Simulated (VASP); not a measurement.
A run of VASP 6.6.1 is set up as follows.

The input INCAR:

```
SYSTEM = NaH
ALGO = Normal
EDIFF = 1E-7
EDIFFG = -0.002
ENCUT = 520
GGA = PS
IBRION = 2
ISIF = 2
ISMEAR = 0
LASPH = .True.
LCHARG = .False.
LREAL = .False.
LWAVE = .False.
NELM = 60
NSW = 50
PREC = Accurate
SIGMA = 0.01
```

The input KPOINTS:

```
k-points
0
Gamma
  8 8 8
  0 0 0
```

File POSCAR:

```
NaH
1.0
    0.0119783843      2.4016660484      2.4016660484
    2.4016660484      0.0119783843      2.4016660484
    2.4016660484      2.4016660484      0.0119783843
Na H
1 1
Direct
    0.0000000000      0.0000000000      0.0000000000
    0.5000000000      0.5000000000      0.5000000000
```

Potentials or basis: VASP PAW PBE potentials, release 64 (Na_pv, H).

Launch:

```bash
$ cat potpaw_PBE.64/Na_pv/POTCAR potpaw_PBE.64/H/POTCAR > POTCAR
$ mpirun -np 1 vasp_std > vasp.out
```

Estimate the band gap on the k mesh.

3.56 eV (least direct gap 4.50 eV).

Stress tensor (GPa, compression positive):
```
 0.00 -0.11 -0.11
-0.11  0.00 -0.11
-0.11 -0.11  0.00
```

Caveat: the cell differs from its parent crystal (equal xy, yz and zx engineering shears of +0.5 %); the relaxation stopped at its first step, so nothing moved; the PAW data sets were made with another functional, which shifts forces and pressure a little. A k mesh can miss the band edges.
